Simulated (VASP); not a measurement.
# CsCl (Pm-3m) in VASP: further runs

The runs below take CsCl through single point, with PBEsol, HSE06, PBE-based screened hybrid with 10 % exact exchange.

All numbers are computed with VASP 6.6.1; they aren't measurements. Logs are shortened: lines on timing, memory, paths and dates and some standing lists are left out, and cuts for length are marked.

## 1. The cell of the first run

Symmetry: Pm-3m, No. 221, cubic system. The conventional cell has a = 4.141 Å, b = 4.141 Å, c = 4.141 Å, α = 90.00°, β = 90.00°, γ = 90.00°. Cs (site symmetry m-3m) has 8 Cl at 3.59 Å and 6 Cs at 4.14 Å within 4.7 Å. Cl (site symmetry m-3m) has 8 Cs at 3.59 Å and 6 Cl at 4.14 Å within 4.7 Å.

## 2. Single point, PBEsol

INCAR reads:

```
ALGO = Normal ; EDIFF = 1E-6
ENCUT = 500 ; GGA = PS
GGA_COMPAT = False ; ISIF = 2
ISMEAR = 0 ; LASPH = True
LCHARG = False ; LREAL = False
LWAVE = False ; NBANDS = 15
NELM = 120 ; PREC = Accurate
SIGMA = 0.01
```

KPOINTS reads:

```
k-points
0
Gamma
  4 4 4
```

POSCAR reads:

```
CsCl
1.0
    4.1406758780      0.0000000000      0.0000000000
    0.0000000000      4.1406758780      0.0000000000
    0.0000000000      0.0000000000      4.1406758780
Cs Cl
1 1
Direct
    0.0000000000      0.0000000000      0.0000000000
    0.5000000000      0.5000000000      0.5000000000
```

Potentials or basis: VASP PAW PBE potentials, release 64 (Cs_sv, Cl).

Command:

```sh
cat potpaw_PBE.64/Cs_sv/POTCAR potpaw_PBE.64/Cl/POTCAR > POTCAR
mpirun -np 1 vasp_std > vasp.out
```

OUTCAR:

```text
EDIFF = 1E-6
   ENCUT = 500
   GGA = PS
   ISIF = 2
   ISMEAR = 0
   LASPH = True
   LREAL = False
   NELM = 120
   PREC = Accurate

 ion  position               nearest neighbor table
   1  0.000  0.000  0.000-
   2  0.500  0.500  0.500-

  LATTYP: Found a simple cubic cell.
 ALAT       =     4.1406758780

  Lattice vectors:

 A1 = (   4.1406758780,   0.0000000000,   0.0000000000)
 A2 = (   0.0000000000,   4.1406758780,   0.0000000000)
 A3 = (   0.0000000000,   0.0000000000,   4.1406758780)

Analysis of symmetry for initial positions (statically):
=====================================================================
 Subroutine PRICEL returns:
 Original cell was already a primitive cell.

 Routine SETGRP: Setting up the symmetry group for a
 simple cubic supercell.

 Subroutine GETGRP returns: Found 48 space group operations
 (whereof 48 operations were pure point group operations)
 out of a pool of 48 trial point group operations.

The static configuration has the point symmetry O_h .

Analysis of symmetry for dynamics (positions and initial velocities):
=====================================================================
 Subroutine PRICEL returns:
 Original cell was already a primitive cell.

 Routine SETGRP: Setting up the symmetry group for a
 simple cubic supercell.

 Subroutine GETGRP returns: Found 48 space group operations
 (whereof 48 operations were pure point group operations)
 out of a pool of 48 trial point group operations.

The dynamic configuration has the point symmetry O_h .

 Subroutine INISYM returns: Found 48 space group operations
 (whereof 48 operations are pure point group operations),
 and found     1 'primitive' translations

----------------------------------------------------------------------------------------

                                     Primitive cell

  volume of cell :      70.9927

  direct lattice vectors                    reciprocal lattice vectors
     4.140675878  0.000000000  0.000000000     0.241506466  0.000000000  0.000000000
     0.000000000  4.140675878  0.000000000     0.000000000  0.241506466  0.000000000
     0.000000000  0.000000000  4.140675878     0.000000000  0.000000000  0.241506466

  length of vectors
     4.140675878  4.140675878  4.140675878     0.241506466  0.241506466  0.241506466

  position of ions in fractional coordinates (direct lattice)
     0.000000000  0.000000000  0.000000000
     0.500000000  0.500000000  0.500000000

  ion indices of the primitive-cell ions
   primitive index   ion index
                 1           1
                 2           2

----------------------------------------------------------------------------------------

 KPOINTS: k-points

Automatic generation of k-mesh.
 Grid dimensions read from file:
 generate k-points for:    4    4    4

 Generating k-lattice:

  Cartesian coordinates                     Fractional coordinates (reciprocal lattice)
     0.060376617  0.000000000  0.000000000     0.250000000  0.000000000  0.000000000
     0.000000000  0.060376617  0.000000000     0.000000000  0.250000000  0.000000000
     0.000000000  0.000000000  0.060376617     0.000000000  0.000000000  0.250000000

  Length of vectors
     0.060376617  0.060376617  0.060376617

  Shift w.r.t. Gamma in fractional coordinates (k-lattice)
     0.000000000  0.000000000  0.000000000

 Subroutine IBZKPT returns following result:
 ===========================================

 Found     10 irreducible k-points:

 Following reciprocal coordinates:
            Coordinates               Weight
  0.000000  0.000000  0.000000      1.000000
  0.250000  0.000000  0.000000      6.000000
  0.500000  0.000000  0.000000      3.000000
  0.250000  0.250000  0.000000     12.000000
  0.500000  0.250000  0.000000     12.000000
  0.500000  0.500000  0.000000      3.000000
  0.250000  0.250000  0.250000      8.000000
  0.500000  0.250000  0.250000     12.000000
  0.500000  0.500000  0.250000      6.000000
  0.500000  0.500000  0.500000      1.000000
   k-points           NKPTS =     10   k-points in BZ     NKDIM =     10   number of bands    NBANDS=     15
   number of dos      NEDOS =    301   number of ions     NIONS =      2
   total plane-waves  NPLWV =  27000
   dimension x,y,z NGX =    30 NGY =   30 NGZ =   30
   dimension x,y,z NGXF=    60 NGYF=   60 NGZF=   60
   ions per type =               1   1
   NGX,Y,Z   is equivalent  to a cutoff of  12.04, 12.04, 12.04 a.u.
   NGXF,Y,Z  is equivalent  to a cutoff of  24.09, 24.09, 24.09 a.u.
 SYSTEM =  unknown system
   PREC   = accura    normal or accurate (medium, high low for compatibility)
   ISTART =      0    job   : 0-new  1-cont  2-samecut
   ICHARG =      2    charge: 1-file 2-atom 10-const
   ISPIN  =      1    spin polarized calculation?
   LNONCOLLINEAR =      F non collinear calculations
   LSORBIT =      F    spin-orbit coupling
   LASPH  =      T    aspherical Exc in radial PAW
   ENCUT  =  500.0 eV  36.75 Ry    6.06 a.u.   7.55  7.55  7.55*2*pi/ulx,y,z
   NELM   =    120;   NELMIN=  2; NELMDL= -5     # of ELM steps
   EDIFF  = 0.1E-05   stopping-criterion for ELM
   LREAL  =      F    real-space projection
   EDIFFG = 0.1E-04   stopping-criterion for IOM
   NSW    =      0    number of steps for IOM
   IBRION =     -1    ionic relax: 0-MD 1-quasi-New 2-CG
   NFREE  =      0    steps in history (QN), initial steepest desc. (CG)
   ISIF   =      2    stress and relaxation
   ISYM   =      2    0-nonsym 1-usesym 2-fastsym
   POTIM  = 0.5000    time-step for ionic-motion
   TEBEG  =    0.0;   TEEND  =   0.0 temperature during run
   PSTRESS=    0.0 pullay stress
   NELECT =      16.0000    total number of electrons
   NUPDOWN=      -1.0000    fix difference up-down
   EMIN   =  10.00;   EMAX   =-10.00  energy-range for DOS
   EFERMI =   0.00;   METHOD = LEGACY
   ISMEAR =     0;   SIGMA  =   0.01  broadening in eV -4-tet -1-fermi 0-gaus
   EFERMI_NEDOS =   21; number of points for ismear=-14 and -15
   IALGO  =     38    algorithm
   IMIX   =      4    mixing-type and parameters
     AMIX     =   0.40;   BMIX     =  1.00
     AMIX_MAG =   1.60;   BMIX_MAG =  1.00
  volume/ion in A,a.u.               =      35.50       239.54
  Fermi-wavevector in a.u.,A,eV,Ry     =   0.996270  1.882677 13.504508  0.992553
  Thomas-Fermi vector in A             =   2.128347
   LORBIT       =      0    0 simple, 1 ext, 2 COOP (PROOUT), +10 PAW based schemes
   GGA     = PS    functional components
   LHFCALC =     F    Hartree Fock is set to
   AEXX    =    0.0000 exact exchange contribution
   IVDW    =     0    specifies the selected vdW correction
   LEPSILON=     F    determine dielectric tensor
   LRPA    =     F    only Hartree local field effects (RPA)
 non-spin polarized calculation
 Gauss-broadening in eV      SIGMA  =   0.01
  energy-cutoff  :      500.00
  volume of cell :       70.99
 maximum number of plane-waves:      1856
   NGX = 15   NGY = 15   NGZ = 15

 number of electron      15.9999997 magnetization

 Free energy of the ion-electron system (eV)
  ---------------------------------------------------
  ext. energy  EPLUGINS =         0.00000000
  ---------------------------------------------------
  free energy    TOTEN  =        -6.83601997 eV

  energy without entropy =       -6.83601997  energy(sigma->0) =       -6.83601997

 E-fermi :  -0.4049     XC(G=0):  -8.4133

 val. band max:       -0.4771258597   @ k =   0.0000   0.0000   0.0000
 cond. band min:       4.5145128962   @ k =   0.0000   0.0000   0.0000
 fundamental gap:      4.9916387560
 Fermi energy:        -0.4048750505

 k-point     1 :       0.0000    0.0000    0.0000
  band No.  band energies     occupation
      1     -19.8660      2.00000
      2     -12.6136      2.00000
      3      -6.3438      2.00000
      4      -6.3438      2.00000
      5      -6.3438      2.00000
      6      -0.4771      2.00000
      7      -0.4771      2.00000
      8      -0.4771      2.00000
      9       4.5145      0.00000
     10       4.7997      0.00000
     11       4.7997      0.00000
     12       9.4752      0.00000
     13       9.4752      0.00000
     14       9.4752      0.00000
     15      12.6087      0.00000

 k-point     2 :       0.2500    0.0000    0.0000
  band No.  band energies     occupation
      1     -19.8269      2.00000
      2     -12.6327      2.00000
      3      -6.6278      2.00000
      4      -6.2754      2.00000
      5      -6.2754      2.00000
      6      -1.1392      2.00000
      7      -0.5904      2.00000
      8      -0.5904      2.00000
      9       5.2020      0.00000
     10       5.7176      0.00000
     11       6.2075      0.00000
     12       9.0869      0.00000
     13       9.0869      0.00000
     14       9.8113      0.00000
     15      10.2048      0.00000

 k-point     3 :       0.5000    0.0000    0.0000
  band No.  band energies     occupation
      1     -19.7870      2.00000
      2     -12.6556      2.00000
      3      -6.8722      2.00000
      4      -6.2040      2.00000
      5      -6.2040      2.00000
      6      -1.6622      2.00000
      7      -0.7101      2.00000
      8      -0.7101      2.00000
      9       5.8287      0.00000
     10       6.9499      0.00000
     11       8.1345      0.00000
     12       8.6182      0.00000
     13       8.9149      0.00000
     14       8.9149      0.00000
     15      10.2869      0.00000
[... 91 lines left out ...]
 k-point     9 :       0.5000    0.5000    0.2500
  band No.  band energies     occupation
      1     -19.6880      2.00000
      2     -12.4864      2.00000
      3      -6.9944      2.00000
      4      -6.9944      2.00000
      5      -6.5151      2.00000
      6      -1.2457      2.00000
      7      -1.2457      2.00000
      8      -1.1086      2.00000
      9       6.5981      0.00000
     10       6.9834      0.00000
     11       7.5598      0.00000
     12       7.5598      0.00000
     13      10.5497      0.00000
     14      10.5497      0.00000
     15      11.8094      0.00000

 k-point    10 :       0.5000    0.5000    0.5000
  band No.  band energies     occupation
      1     -19.6560      2.00000
      2     -12.4461      2.00000
      3      -6.8713      2.00000
      4      -6.8713      2.00000
      5      -6.8713      2.00000
      6      -1.5775      2.00000
      7      -1.5775      2.00000
      8      -1.5775      2.00000
      9       7.8795      0.00000
     10       7.8795      0.00000
     11       7.8795      0.00000
     12       9.8143      0.00000
     13       9.8143      0.00000
     14       9.8143      0.00000
     15      11.9269      0.00000

------------------------ aborting loop because EDIFF is reached ----------------------------------------

  FORCE on cell =-STRESS in cart. coord.  units (eV):
  Direction    XX          YY          ZZ          XY          YZ          ZX
  --------------------------------------------------------------------------------------
  -------------------------------------------------------------------------------------
  Total       -0.3659379     -0.3659379     -0.3659379      0.0000000      0.0000000     -0.0000000
  in kB       -8.2585589     -8.2585589     -8.2585589      0.0000000      0.0000000     -0.0000000
  external PRESSURE =      -8.2585589 kB  Pullay stress =       0.0000000 kB

 VOLUME and BASIS-vectors are now :
 -----------------------------------------------------------------------------
  energy-cutoff  :      500.00
  volume of cell :       70.99
      direct lattice vectors                 reciprocal lattice vectors
     4.140675878  0.000000000  0.000000000     0.241506466  0.000000000  0.000000000
     0.000000000  4.140675878  0.000000000     0.000000000  0.241506466  0.000000000
     0.000000000  0.000000000  4.140675878     0.000000000  0.000000000  0.241506466

 POSITION                                       TOTAL-FORCE (eV/Angst)
 -----------------------------------------------------------------------------------
      0.00000      0.00000      0.00000         0.000000      0.000000      0.000000
      2.07034      2.07034      2.07034         0.000000      0.000000      0.000000
 -----------------------------------------------------------------------------------
    total drift:                                0.000000      0.000000      0.000000

  FREE ENERGIE OF THE ION-ELECTRON SYSTEM (eV)
  ---------------------------------------------------
  free  energy   TOTEN  =        -6.8360199739 eV

  energy  without entropy=       -6.8360199739  energy(sigma->0) =       -6.83601997
```

Wall time 9.4 s (1 thread of Intel Xeon Platinum 8259CL at 2.50GHz (Skylake/Cascade Lake), shared host); peak memory 0.16 GiB.

Results:

```yaml
Free_energy: -6.8360 eV
Pressure: -0.8 GPa
Band_gap_on_the_k_mesh: 4.99 eV
```

Caveat: the PAW data sets were made with another functional, which shifts forces and pressure a little; spin-orbit coupling is left out, which moves the levels of the heavy elements.

(Part 1 of 2 ends here.)
